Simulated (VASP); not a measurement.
Runs of VASP 6.6.1 on SrTiO3. The structure is that of space group Pm-3m (No. 221), or close to it. The cells are those of the table. 

```csv
level,potentials or basis,cell,gap on the mesh (eV),pressure (GPa)
PBE,"VASP PAW PBE potentials, release 64 (Sr_sv, Ti_sv, O)","a = 3.877, b = 3.877, c = 3.936 Å, 5 atoms",1.84,(a)
PBE,"VASP PAW PBE potentials, release 64 (Sr_sv, Ti_sv, O)","a = 3.877, b = 3.877, c = 4.054 Å, 5 atoms",1.73,1.2
PBE+D3(BJ),"VASP PAW PBE potentials, release 64 (Sr_sv, Ti_sv, O)","a = 3.818, b = 3.818, c = 3.936 Å, 5 atoms",1.86,(b)
LDA,"VASP PAW LDA potentials, release 64 (Sr_sv, Ti_sv, O)","a = 3.818 Å, 5 atoms",1.86,7.0
```

Alike in all rows: task single point; no spin polarisation; k mesh 8 × 8 × 8; cutoff (eV) 600; smearing gaussian 0.05 eV.

Question: Fill in the values left out.

Answer: (a) 6.1; (b) 8.7.

Caveats: the cell stands under pressure (at least some runs); the stress differs along the axes, from -5 to 4 GPa (at least some runs); the stress differs along the axes, from 3 to 12 GPa (at least some runs).

A k mesh can miss the band edges, and the runs leave out spin-orbit coupling on Sr.
